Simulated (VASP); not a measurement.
# Be16F (a cell with a defect) in VASP: relaxation of the atoms with PBEsol

Aim: the relaxation of the atoms of Be16F (a cell with a defect) with PBEsol.

All numbers are computed with VASP 6.6.1; they aren't measurements. Logs are shortened: lines on timing, memory, paths and dates and some standing lists are left out, and cuts for length are marked.

**1. The cell of the first run**

The cell holds a defect, 17 atoms: a = 4.580 Å, b = 3.966 Å, c = 7.177 Å, α = 90.00°, β = 90.00°, γ = 90.00°.

**2. Relaxation of the atoms, PBEsol**

Contents of INCAR:

```
  PREC = Accurate
  ENCUT = 520
  EDIFF = 1E-6
  ISMEAR = 0
  SIGMA = 0.15
  LREAL = Auto
  LASPH = True
  NELM = 100
  ALGO = Normal
  ISIF = 2
  LWAVE = False
  LCHARG = False
  GGA = PS
  IBRION = 2
  NSW = 80
  EDIFFG = -0.03
```

Contents of KPOINTS:

```
Automatic mesh
0
Gamma
  5 6 4
```

Contents of POSCAR:

```
Be16F
1.0
   -2.2900000000     -3.9663960000      0.0000000000
    3.4350000000     -1.9831980000      0.0000000000
    0.0000000000      0.0000000000      7.1768600000
Be F
16 1
Direct
    0.7500000000      0.5000000000      0.0000000000
    0.5000000000      0.3333333000      0.2500000000
    0.7500000000      0.5000000000      0.5000000000
    0.5000000000      0.3333333000      0.7500000000
    0.5000000000      0.0000000000      0.0000000000
    0.2500000000      0.8333333000      0.2500000000
    0.5000000000      0.0000000000      0.5000000000
    0.2500000000      0.8333333000      0.7500000000
    0.2500000000      0.5000000000      0.0000000000
    0.0000000000      0.3333333000      0.2500000000
    0.2500000000      0.5000000000      0.5000000000
    0.0000000000      0.3333333000      0.7500000000
    0.0000000000      0.0000000000      0.0000000000
    0.7500000000      0.8333333000      0.2500000000
    0.0000000000      0.0000000000      0.5000000000
    0.7500000000      0.8333333000      0.7500000000
    0.2501220000      0.1710659000      0.6218630000
```

Potentials or basis: VASP PAW PBE potentials, release 64 (Be, F).

Run with:

```console
cat potpaw_PBE.64/Be/POTCAR potpaw_PBE.64/F/POTCAR > POTCAR
mpirun -np 1 vasp_std > vasp.out
```

OUTCAR:

```text
PREC = Accurate
   ENCUT = 520
   EDIFF = 1E-6
   ISMEAR = 0
   LREAL = Auto
   LASPH = True
   NELM = 100
   ISIF = 2
   GGA = PS
   IBRION = 2
   NSW = 80
   EDIFFG = -0.03

 ion  position               nearest neighbor table
   1  0.750  0.500  0.000-  14 2.23  16 2.23   2 2.23   4 2.23  10 2.23  12 2.23   9 2.29  13 2.29
                             5 2.29   9 2.29  13 2.29   5 2.29
   2  0.500  0.333  0.250-   5 2.23   7 2.23   1 2.23   3 2.23   9 2.23  11 2.23  10 2.29  14 2.29
                             6 2.29  10 2.29  14 2.29   6 2.29
   3  0.750  0.500  0.500-  14 2.23  16 2.23   2 2.23   4 2.23  10 2.23  12 2.23  15 2.29  11 2.29
                             7 2.29  11 2.29  15 2.29   7 2.29
   4  0.500  0.333  0.750-  17 1.60   7 2.23   5 2.23   3 2.23   1 2.23  11 2.23   9 2.23  16 2.29
                            12 2.29   8 2.29  12 2.29  16 2.29   8 2.29
   5  0.500  0.000  0.000-   2 2.23   4 2.23   6 2.23   8 2.23  14 2.23  16 2.23   1 2.29  13 2.29
                             9 2.29  13 2.29   9 2.29   1 2.29
   6  0.250  0.833  0.250-   9 2.23  11 2.23   5 2.23   7 2.23  13 2.23  15 2.23  14 2.29   2 2.29
                            10 2.29  14 2.29  10 2.29   2 2.29
   7  0.500  0.000  0.500-  17 1.59   4 2.23   2 2.23   8 2.23   6 2.23  16 2.23  14 2.23   3 2.29
                            15 2.29  11 2.29  15 2.29  11 2.29   3 2.29
   8  0.250  0.833  0.750-  17 1.62  11 2.23   9 2.23   7 2.23   5 2.23  15 2.23  13 2.23  16 2.29
                             4 2.29  12 2.29  16 2.29  12 2.29   4 2.29
   9  0.250  0.500  0.000-   6 2.23   8 2.23  10 2.23  12 2.23   2 2.23   4 2.23   1 2.29   5 2.29
                            13 2.29   1 2.29  13 2.29   5 2.29
  10  0.000  0.333  0.250-  13 2.23  15 2.23   9 2.23  11 2.23   1 2.23   3 2.23   2 2.29   6 2.29
                            14 2.29   2 2.29  14 2.29   6 2.29
  11  0.250  0.500  0.500-  17 1.57   8 2.23   6 2.23  12 2.23  10 2.23   4 2.23   2 2.23   3 2.29
                             7 2.29  15 2.29   3 2.29  15 2.29   7 2.29
  12  0.000  0.333  0.750-  17 1.60  15 2.23  13 2.23  11 2.23   9 2.23   3 2.23   1 2.23   8 2.29
                             4 2.29  16 2.29   4 2.29  16 2.29   8 2.29
  13  0.000  0.000  0.000-  10 2.23  12 2.23  14 2.23  16 2.23   6 2.23   8 2.23   5 2.29   9 2.29
                             1 2.29   5 2.29   9 2.29   1 2.29
  14  0.750  0.833  0.250-   1 2.23   3 2.23  13 2.23  15 2.23   5 2.23   7 2.23   6 2.29  10 2.29
                             2 2.29   6 2.29  10 2.29   2 2.29
  15  0.000  0.000  0.500-  17 1.59  12 2.23  10 2.23  16 2.23  14 2.23   8 2.23   6 2.23   7 2.29
                            11 2.29   3 2.29   7 2.29  11 2.29   3 2.29
  16  0.750  0.833  0.750-   1 2.23   3 2.23  13 2.23  15 2.23   5 2.23   7 2.23   8 2.29  12 2.29
                             4 2.29   8 2.29  12 2.29   4 2.29
  17  0.250  0.171  0.622-  11 1.57   7 1.59  15 1.59   4 1.60  12 1.60   8 1.62

  LATTYP: Found a simple orthorhombic cell.
 ALAT       =     3.9663962620
 B/A-ratio  =     1.1547004875
 C/A-ratio  =     1.8094157835

  Lattice vectors:

 A1 = (  -3.4350000000,   1.9831980000,   0.0000000000)
 A2 = (  -2.2900000000,  -3.9663960000,   0.0000000000)
 A3 = (   0.0000000000,   0.0000000000,   7.1768600000)

Analysis of symmetry for initial positions (statically):
=====================================================================
 Subroutine PRICEL returns:
 Original cell was already a primitive cell.

 Routine SETGRP: Setting up the symmetry group for a
 simple orthorhombic supercell.

 Subroutine GETGRP returns: Found  1 space group operations
 (whereof  1 operations were pure point group operations)
 out of a pool of  8 trial point group operations.

The static configuration has the point symmetry C_1 .

Analysis of symmetry for dynamics (positions and initial velocities):
=====================================================================
 Subroutine PRICEL returns:
 Original cell was already a primitive cell.

 Routine SETGRP: Setting up the symmetry group for a
 simple orthorhombic supercell.

 Subroutine GETGRP returns: Found  1 space group operations
 (whereof  1 operations were pure point group operations)
 out of a pool of  8 trial point group operations.

The dynamic configuration has the point symmetry C_1 .

 Subroutine INISYM returns: Found  1 space group operations
 (whereof  1 operations are pure point group operations),
 and found     1 'primitive' translations

----------------------------------------------------------------------------------------

                                     Primitive cell

  volume of cell :     130.3755

  direct lattice vectors                    reciprocal lattice vectors
    -2.290000000 -3.966396000  0.000000000    -0.109170306 -0.189088533  0.000000000
     3.435000000 -1.983198000  0.000000000     0.218340611 -0.126059022  0.000000000
     0.000000000  0.000000000  7.176860000     0.000000000  0.000000000  0.139336702

  length of vectors
     4.579999697  3.966396262  7.176860000     0.218340626  0.252118027  0.139336702

  position of ions in fractional coordinates (direct lattice)
     0.750000000  0.500000000  0.000000000
     0.500000000  0.333333300  0.250000000
     0.750000000  0.500000000  0.500000000
     0.500000000  0.333333300  0.750000000
     0.500000000  0.000000000  0.000000000
     0.250000000  0.833333300  0.250000000
[... 9 lines left out ...]
     0.750000000  0.833333300  0.750000000
     0.250122000  0.171065900  0.621863000

  ion indices of the primitive-cell ions
   primitive index   ion index
                 1           1
                 2           2
                 3           3
                 4           4
                 5           5
                 6           6
[... 9 lines left out ...]
                16          16
                17          17

----------------------------------------------------------------------------------------

 KPOINTS: Automatic mesh

Automatic generation of k-mesh.
 Grid dimensions read from file:
 generate k-points for:    5    6    4

 Generating k-lattice:

  Cartesian coordinates                     Fractional coordinates (reciprocal lattice)
    -0.021834061 -0.037817707  0.000000000     0.200000000  0.000000000  0.000000000
     0.036390102 -0.021009837  0.000000000    -0.000000000  0.166666667  0.000000000
     0.000000000  0.000000000  0.034834175     0.000000000  0.000000000  0.250000000

  Length of vectors
     0.043668125  0.042019671  0.034834175

  Shift w.r.t. Gamma in fractional coordinates (k-lattice)
     0.000000000  0.000000000  0.000000000

 Subroutine IBZKPT returns following result:
 ===========================================

 Found     62 irreducible k-points:

 Following reciprocal coordinates:
            Coordinates               Weight
  0.000000  0.000000  0.000000      1.000000
  0.200000  0.000000  0.000000      2.000000
  0.400000  0.000000  0.000000      2.000000
  0.000000  0.166667  0.000000      2.000000
  0.200000  0.166667  0.000000      2.000000
 -0.200000  0.166667  0.000000      2.000000
[... 16 lines left out ...]
  0.000000  0.166667 -0.250000      2.000000
  0.200000  0.166667  0.250000      2.000000
 [... further k-points ...]
   k-points           NKPTS =     62   k-points in BZ     NKDIM =     62   number of bands    NBANDS=     28
   number of dos      NEDOS =    301   number of ions     NIONS =     17
   total plane-waves  NPLWV =  58320
   dimension x,y,z NGX =    36 NGY =   30 NGZ =   54
   dimension x,y,z NGXF=    72 NGYF=   60 NGZF=  108
   ions per type =              16   1
   NGX,Y,Z   is equivalent  to a cutoff of  13.07, 12.57, 12.51 a.u.
   NGXF,Y,Z  is equivalent  to a cutoff of  26.13, 25.15, 25.02 a.u.
 SYSTEM =  unknown system
   PREC   = accura    normal or accurate (medium, high low for compatibility)
   ISTART =      0    job   : 0-new  1-cont  2-samecut
   ICHARG =      2    charge: 1-file 2-atom 10-const
   ISPIN  =      1    spin polarized calculation?
   LNONCOLLINEAR =      F non collinear calculations
   LSORBIT =      F    spin-orbit coupling
   LASPH  =      T    aspherical Exc in radial PAW
   ENCUT  =  520.0 eV  38.22 Ry    6.18 a.u.   8.52  7.37 13.34*2*pi/ulx,y,z
   NELM   =    100;   NELMIN=  2; NELMDL= -5     # of ELM steps
   EDIFF  = 0.1E-05   stopping-criterion for ELM
   LREAL  =      T    real-space projection
   EDIFFG = -.3E-01   stopping-criterion for IOM
   NSW    =     80    number of steps for IOM
   IBRION =      2    ionic relax: 0-MD 1-quasi-New 2-CG
   NFREE  =      1    steps in history (QN), initial steepest desc. (CG)
   ISIF   =      2    stress and relaxation
   ISYM   =      2    0-nonsym 1-usesym 2-fastsym
   POTIM  = 0.5000    time-step for ionic-motion
   TEBEG  =    0.0;   TEEND  =   0.0 temperature during run
   PSTRESS=    0.0 pullay stress
   NELECT =      39.0000    total number of electrons
   NUPDOWN=      -1.0000    fix difference up-down
   EMIN   =  10.00;   EMAX   =-10.00  energy-range for DOS
   EFERMI =   0.00;   METHOD = LEGACY
   ISMEAR =     0;   SIGMA  =   0.15  broadening in eV -4-tet -1-fermi 0-gaus
   EFERMI_NEDOS =   21; number of points for ismear=-14 and -15
   IALGO  =     38    algorithm
   IMIX   =      4    mixing-type and parameters
     AMIX     =   0.40;   BMIX     =  1.00
     AMIX_MAG =   1.60;   BMIX_MAG =  1.00
  volume/ion in A,a.u.               =       7.67        51.75
  Fermi-wavevector in a.u.,A,eV,Ry     =   1.094875  2.069013 16.309988  1.198750
  Thomas-Fermi vector in A             =   2.231188
   LORBIT       =      0    0 simple, 1 ext, 2 COOP (PROOUT), +10 PAW based schemes
   GGA     = PS    functional components
   LHFCALC =     F    Hartree Fock is set to
   AEXX    =    0.0000 exact exchange contribution
   IVDW    =     0    specifies the selected vdW correction
   LEPSILON=     F    determine dielectric tensor
   LRPA    =     F    only Hartree local field effects (RPA)
 conjugate gradient relaxation of ions
 non-spin polarized calculation
 Gauss-broadening in eV      SIGMA  =   0.15
  energy-cutoff  :      520.00
  volume of cell :      130.38
 maximum number of plane-waves:      3532
 NGX is ok and might be reduce to    36
   NGX = 17   NGY = 15   NGZ = 27

--------------------------------------- Ionic step        1  -------------------------------------------

 number of electron      39.0000002 magnetization

 Free energy of the ion-electron system (eV)
  ---------------------------------------------------
  ext. energy  EPLUGINS =         0.00000000
  ---------------------------------------------------
  free energy    TOTEN  =       -62.67129777 eV

  energy without entropy =      -62.64314641  energy(sigma->0) =      -62.65722209

------------------------ aborting loop because EDIFF is reached ----------------------------------------

  FORCE on cell =-STRESS in cart. coord.  units (eV):
  Direction    XX          YY          ZZ          XY          YZ          ZX
  --------------------------------------------------------------------------------------
  -------------------------------------------------------------------------------------
  Total       11.7189252     11.1940534     10.4116312     -0.4538707     -0.2124170      0.3685938
  in kB      144.0132128    137.5630928    127.9479513     -5.5775920     -2.6103805      4.5296284
  external PRESSURE =     136.5080856 kB  Pullay stress =       0.0000000 kB
[... 134 lines left out ...]
  FREE ENERGIE OF THE ION-ELECTRON SYSTEM (eV)
  ---------------------------------------------------
  free  energy   TOTEN  =       -64.7976790294 eV

  energy  without entropy=      -64.7708625690  energy(sigma->0) =      -64.78427080

[... ionic steps 4 to 66 ...]

--------------------------------------- Ionic step       67  -------------------------------------------

 number of electron      39.0000013 magnetization

------------------------ aborting loop because EDIFF is reached ----------------------------------------
[... 97 lines left out ...]
--------------------------------------- Ionic step       69  -------------------------------------------

 number of electron      39.0000013 magnetization

 Free energy of the ion-electron system (eV)
  ---------------------------------------------------
  ext. energy  EPLUGINS =         0.00000000
  ---------------------------------------------------
  free energy    TOTEN  =       -65.93750190 eV

  energy without entropy =      -65.90367574  energy(sigma->0) =      -65.92058882

 E-fermi :   7.3344     XC(G=0): -10.7730

 val. band max:        7.3295533946   @ k =  -0.2000   0.1667  -0.2500
 cond. band min:       7.3382255255   @ k =  -0.2000  -0.1667   0.2500
 fundamental gap:      0.0086721309
 Fermi energy:         7.3343868172

 k-point     1 :       0.0000    0.0000    0.0000
  band No.  band energies     occupation
      1     -22.0070      2.00000
      2      -4.5164      2.00000
      3      -4.4225      2.00000
      4      -4.3312      2.00000
      5      -3.6835      2.00000
      6      -1.4016      2.00000
[... 733 lines left out ...]
     27      10.8680      0.00000
     28      11.5523      0.00000

 [... further k-points ...]
[... 5 lines left out ...]
  --------------------------------------------------------------------------------------
  -------------------------------------------------------------------------------------
  Total        7.7948322      8.4665819      8.5619339      0.6209986      0.1052496     -0.2150339
  in kB       95.7902548    104.0453498    105.2171251      7.6314174      1.2934070     -2.6425396
  external PRESSURE =     101.6842432 kB  Pullay stress =       0.0000000 kB
[... 32 lines left out ...]
  FREE ENERGIE OF THE ION-ELECTRON SYSTEM (eV)
  ---------------------------------------------------
  free  energy   TOTEN  =       -65.9375019046 eV

  energy  without entropy=      -65.9036757419  energy(sigma->0) =      -65.92058882

 reached required accuracy - stopping structural energy minimisation
```

It took 1.6 h on 1 thread of Intel Xeon 6975P-C (Granite Rapids), shared host; peak memory 0.35 GiB.

Results:

```
Free energy                  : -65.9375 eV
Energy gained by relaxing    : 192.1 meV/atom
Ionic steps                  : 69
Pressure after relaxing      : 10.2 GPa
Largest force after relaxing : 0.016 eV/Å
```

Forces in eV/Å, atoms in the order of the input:
```
Be   0.003 -0.008  0.012
Be   0.008 -0.009 -0.005
Be   0.000  0.008  0.014
Be  -0.008  0.006 -0.010
Be  -0.004  0.003 -0.002
Be   0.005 -0.004 -0.002
Be   0.004 -0.004 -0.007
Be  -0.004  0.003 -0.009
Be   0.006  0.006  0.005
Be  -0.002 -0.001 -0.002
Be  -0.007 -0.006  0.004
Be  -0.006  0.002 -0.001
Be   0.003  0.005  0.002
Be  -0.007 -0.007  0.000
Be   0.003 -0.003 -0.004
Be  -0.002  0.008  0.002
F    0.008  0.001  0.006
```

The path:
| step | energy change (eV) | largest force (eV/Å) | pressure (GPa) |
| --- | --- | --- | --- |
| 1 | 0.0000 | 4.1046 | 13.65 |
| 3 | -2.1264 | 0.9843 | 10.45 |
| 5 | -2.3127 | 0.3459 | 10.19 |
| 7 | -2.3563 | 0.0854 | 10.28 |
| 9 | -2.3590 | 0.0507 | 10.26 |
| 11 | -2.3597 | 0.0369 | 10.27 |
| 13 | -2.3601 | 0.0401 | 10.26 |
| 15 | -2.3614 | 0.0840 | 10.28 |
| 17 | -2.3659 | 0.2391 | 10.42 |
| 19 | -2.3660 | 0.2471 | 10.46 |
| 21 | -2.3661 | 0.2490 | 10.45 |
| 23 | -2.3664 | 0.2554 | 10.47 |
| 25 | -2.3675 | 0.2770 | 10.54 |
| 27 | -2.3677 | 0.2907 | 10.58 |
| 29 | -2.3713 | 0.2794 | 10.60 |
| 31 | -2.3844 | 0.2775 | 10.74 |
| 33 | -2.3886 | 0.2781 | 10.92 |
| 35 | -2.4127 | 0.2141 | 10.89 |
| 37 | -2.4364 | 0.2916 | 10.87 |
| 39 | -2.4392 | 0.5765 | 11.05 |
| 41 | -2.4642 | 0.4383 | 10.93 |
| 43 | -2.5376 | 0.7441 | 11.03 |
| 45 | -2.5706 | 0.7598 | 11.13 |
| 47 | -2.6254 | 0.6860 | 11.15 |
| 49 | -2.6392 | 0.8412 | 11.20 |
| 51 | -2.7751 | 0.4794 | 11.03 |
| 53 | -2.8231 | 0.5568 | 10.93 |
| 55 | -3.0412 | 0.6774 | 10.50 |
| 57 | -3.1183 | 0.4956 | 10.27 |
| 59 | -3.1800 | 0.3614 | 10.18 |
| 61 | -3.2452 | 0.2445 | 10.14 |
| 63 | -3.2574 | 0.1244 | 10.16 |
| 65 | -3.2630 | 0.0753 | 10.16 |
| 67 | -3.2658 | 0.0327 | 10.17 |
| 69 | -3.2662 | 0.0159 | 10.17 |

Final structure:
```
Be F
1.0
    -2.29000   -3.96640    0.00000
     3.43500   -1.98320    0.00000
     0.00000    0.00000    7.17686
Be F
16 1
Cartesian
  -0.0051 -3.9480 0.0334
  0.0190 -2.5770 1.6364
  0.0156 -4.1073 3.5599
  0.0213 -2.5786 5.6558
  2.2233 -3.8506 0.0247
  2.2971 -2.5677 1.8021
  2.0526 -3.7506 3.5369
  2.2948 -2.5486 5.4639
  1.1941 -1.8720 0.0353
  -1.1440 -4.5507 1.8033
  1.3422 -1.8081 3.5682
  -1.1413 -4.5521 5.4865
  -2.2567 -3.9091 0.0600
  1.1531 -4.5538 1.7995
  -2.2489 -3.9122 3.6314
  1.1303 -4.5646 5.4613
  -0.0626 -2.5320 3.9657
```

Caveat: the PAW data sets were made with another functional, which shifts forces and pressure a little; an odd number of electrons without spin polarisation forces a metal; a magnetic or distorted state may lie lower.
